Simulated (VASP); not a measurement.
Crystal: Ti3GeC2.

```
Ti Ge C
1.0
     3.09232    0.00000    0.00000
    -1.54616    2.67803    0.00000
     0.00000    0.00000   17.81361
Ti Ge C
6 2 4
Direct
  0.66667 0.33333 0.86700
  0.33333 0.66667 0.13300
  0.33333 0.66667 0.36700
  0.66667 0.33333 0.63300
  0.00000 0.00000 0.00000
  0.00000 0.00000 0.50000
  0.00000 0.00000 0.75000
  0.00000 0.00000 0.25000
  0.66667 0.33333 0.42798
  0.33333 0.66667 0.57202
  0.33333 0.66667 0.92798
  0.66667 0.33333 0.07202
```

* Program: VASP 6.6.1
* Task: relaxation of cell and atoms
* Functional: PBEsol
* Potentials or basis: VASP PAW PBE potentials, release 64 (Ti_sv, Ge_d, C)
* Cutoff: 600 eV
* k mesh: 6 × 6 × 1
* Occupations: gaussian, width 0.1 eV
* Spin: no spin polarisation

At the start: pressure -4.8 GPa; volume 12.29 Å³/atom.

How do energy, volume and symmetry change on relaxing?

Over 5 steps the energy falls by 4.6 meV/atom and the volume is 11.99 Å³/atom (-2.5 %); space group P6_3/mmc (No. 194, to 0.05 Å).

The path:
```csv
step,energy change (eV),largest force (eV/Å),pressure (GPa),volume (Å³)
1,0.0000,0.1473,-4.75,147.52
2,0.0342,0.4127,6.65,139.87
3,-0.0536,0.1206,-0.04,144.10
4,-0.0536,0.1215,0.06,144.03
5,-0.0556,0.0083,0.08,143.89
```

Final structure:
```
CELL_PARAMETERS angstrom
3.06900 0.00000 0.00000
-1.53450 2.65783 0.00000
0.00000 0.00000 17.64049
ATOMIC_POSITIONS crystal
Ti 0.66667 0.33333 0.86696
Ti 0.33333 0.66667 0.13304
Ti 0.33333 0.66667 0.36696
Ti 0.66667 0.33333 0.63304
Ti 0.00000 0.00000 0.00000
Ti 0.00000 0.00000 0.50000
Ge 0.00000 0.00000 0.75000
Ge 0.00000 0.00000 0.25000
C 0.66667 0.33333 0.42837
C 0.33333 0.66667 0.57163
C 0.33333 0.66667 0.92837
C 0.66667 0.33333 0.07163
```

Caveat: the k points lie up to 0.39 Å⁻¹ apart in the final cell; the PAW data sets were made with another functional, which shifts forces and pressure a little.
